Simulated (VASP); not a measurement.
Write the native input for VASP 6.6.1 that does the following.

```yaml
Task: relaxation of cell and atoms
Functional: PBE
Potentials_or_basis: VASP PAW PBE potentials, release 64 (K_sv, As)
Cutoff: 600 eV
k_mesh: 10 × 10 × 10
Occupations: gaussian, width 0.1 eV
Spin: no spin polarisation
Dipole_correction: no
Further_INCAR_settings: ALGO = Fast; EDIFF = 1e-07; IBRION = 2; EDIFFG = -0.01; NSW = 100; ISIF = 3
```

The structure of KAs3 lies in POSCAR:

```
KAs3
1.0
    4.5915335624      0.0000000000      0.0000000000
    0.0000000000      4.5915335624      0.0000000000
    0.0000000000      0.0000000000      4.5915335624
K As
1 3
Direct
    0.0000000000      0.0000000000      0.0000000000
    0.0000000000      0.5000000000      0.5000000000
    0.5000000000      0.0000000000      0.5000000000
    0.5000000000      0.5000000000      0.0000000000
```

These files were run (other wordings do the same):

INCAR

```
PREC = Accurate
ENCUT = 600
EDIFF = 1E-7
ISMEAR = 0
SIGMA = 0.1
LREAL = F
LASPH = T
NELM = 100
ALGO = Fast
ISIF = 3
LWAVE = F
LCHARG = F
GGA = PE
IBRION = 2
NSW = 100
EDIFFG = -0.01
```

KPOINTS

```
Automatic mesh
0
Gamma
  10 10 10
```

Potentials or basis: VASP PAW PBE potentials, release 64 (K_sv, As).

Launch:

```bash
$ cat potpaw_PBE.64/K_sv/POTCAR potpaw_PBE.64/As/POTCAR > POTCAR
$ mpirun -np 1 vasp_std > vasp.out
```

It gave:

```json
{
  "Relaxed volume": "22.24 Å³/atom",
  "Relaxed cell": "a = 4.464 Å, b = 4.464 Å, c = 4.464 Å, α = 90.00°, β = 90.00°, γ = 90.00°",
  "Space group after relaxing (to 0.1 Å)": "Pm-3m (No. 221)",
  "Energy gained by relaxing": "22.9 meV/atom",
  "Ionic steps": "3",
  "Pressure after relaxing": "0.0 GPa",
  "Band gap on the k mesh": "zero (bands 12 and 13 overlap by 4.26 eV)"
}
```

Wall time 8.3 min on 1 thread of Oxide Virtual Turin-like Processor, with other jobs on the host, peak memory 0.28 GiB.
